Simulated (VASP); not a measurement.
**AlV2C: single point with revPBE**

Crystal: AlV2C.

```xyz
8
Lattice="2.9174 0.0000 0.0000 -1.4587 2.5265 0.0000 0.0000 0.0000 13.2034" Properties=species:S:1:pos:R:3 pbc="T T T"
V     0.0000    1.6844   12.0795
V     1.4587    0.8422    1.1239
V     1.4587    0.8422    5.4778
V     0.0000    1.6844    7.7256
Al    1.4587    0.8422    9.9026
Al    0.0000    1.6844    3.3009
C     0.0000    0.0000    6.6017
C     0.0000    0.0000    0.0000
```

```
Program             : VASP 6.6.1
Task                : single point
Functional          : revPBE
Potentials or basis : VASP PAW PBE potentials, release 64 (V_sv, Al, C)
Cutoff              : 520 eV
k mesh              : 11 × 11 × 2
Occupations         : fermi-dirac, width 0.05 eV
Spin                : collinear spin, ferromagnetic start
Starting moments    : [2.0, 2.0, 2.0, 2.0, 0.0, 0.0, 0.0, 0.0] μB
```

```json
{"Pressure": "0.3 GPa", "Largest force": "0.046 eV/Å", "Band gap on the k mesh": "zero (filled and empty bands overlap)", "Net moment": "0.00 μB per cell", "Valence electrons inside the program's atomic spheres": "V 11.67; Al 0.80; C 2.47"}
```

Forces in eV/Å, atoms in the order of the input:
```
V    0.000  0.000 -0.046
V    0.000  0.000  0.046
V    0.000  0.000 -0.046
V    0.000  0.000  0.046
Al   0.000  0.000  0.000
Al   0.000  0.000  0.000
C    0.000  0.000  0.000
C    0.000  0.000  0.000
```

Levels at points of the mesh, in eV from the Fermi level:
Spin up:
| k point | band 31 | band 32 | band 33 | band 34 | band 35 | band 36 |
| --- | --- | --- | --- | --- | --- | --- |
| (0.00, 0.00, 0.00) | -0.26 | -0.26 | -0.25 | -0.25 | 0.56 | 0.56 |
| (0.00, 0.00, 0.50) | -0.25 | -0.25 | -0.25 | -0.25 | 0.57 | 0.57 |
Spin down:
| k point | band 29 | band 30 | band 31 | band 32 | band 33 | band 34 | band 35 | band 36 | band 37 | band 38 |
| --- | --- | --- | --- | --- | --- | --- | --- | --- | --- | --- |
| (0.00, 0.00, 0.00) | -0.86 | -0.57 | -0.26 | -0.26 | -0.25 | -0.25 | 0.56 | 0.56 | 0.59 | 0.59 |
| (0.00, 0.00, 0.50) | -0.69 | -0.69 | -0.25 | -0.25 | -0.25 | -0.25 | 0.57 | 0.57 | 0.57 | 0.57 |

It took 7.1 min on 1 thread of Intel Xeon 8259CL, on a shared host, peak memory 0.4 GiB.

Caveat: the moments typed at the start vanished in this run; the PAW data sets were made with another functional, which shifts forces and pressure a little.
